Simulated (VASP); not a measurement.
A run of VASP 6.6.1 is set up as follows.

Contents of INCAR:

```
SYSTEM = NiO
ALGO     = Normal         ! electronic algorithm
EDIFF    = 1E-6           ! SCF threshold, eV
ENCUT    = 600            ! plane-wave cutoff, eV
GGA      = CA             ! functional
GGA_COMPAT= .False.      
ISIF     = 2              ! what is computed and relaxed
ISMEAR   = -1             ! smearing method
ISPIN    = 2              ! spin polarisation
LASPH    = .True.         ! aspherical terms in the spheres
LCHARG   = .True.         ! write CHGCAR
LDAU     = .True.         ! DFT+U
LDAUJ    = 0 0          
LDAUL    = 2 -1           ! shell
LDAUPRINT= 1            
LDAUTYPE = 2            
LDAUU    = 6.2 0          ! U, eV
LELF     = .True.         ! ELF
LMAXMIX  = 4              ! l up to which the mixer works
LORBIT   = 11             ! projections on sites
LREAL    = .False.        ! projectors in reciprocal space
LVHAR    = .True.       
LWAVE    = .False.        ! write WAVECAR
MAGMOM   = 2 0            ! initial moments
NBANDS   = 19             ! bands
NELM     = 200            ! most SCF steps
PREC     = Accurate       ! precision mode
SIGMA    = 0.1            ! smearing width, eV
```

File KPOINTS:

```
k-points
0
Gamma
  8 8 8
  0 0 0
```

The input POSCAR:

```
NiO
1.0
    0.0000000000      2.1004800000      2.1004800000
    2.1004800000      0.0000000000      2.1004800000
    2.1004800000      2.1004800000      0.0000000000
Ni O
1 1
Direct
    0.0000000000      0.0000000000      0.0000000000
    0.5000000000      0.5000000000      0.5000000000
```

Potentials or basis: VASP PAW LDA potentials, release 64 (Ni, O).

Run with:

```bash
$ cat potpaw_LDA.64/Ni/POTCAR potpaw_LDA.64/O/POTCAR > POTCAR
$ mpirun -np 1 vasp_std > vasp.out
```

Estimate the pressure.

-19.5 GPa.

Predict the band gap on the k mesh.

1.82 eV, indirect (least direct gap 2.69 eV).

Eigenvalues of the final occupation matrices:
```tsv
site	spin	trace	eigenvalues
site 1 d	1	5.02	0.98 0.98 0.98 1.04 1.04
site 1 d	2	3.26	0.16 0.16 0.98 0.98 0.98
```

Caveat: a cell with one magnetic atom can't hold antiferromagnetic order, which such compounds often take. A k mesh can miss the band edges.
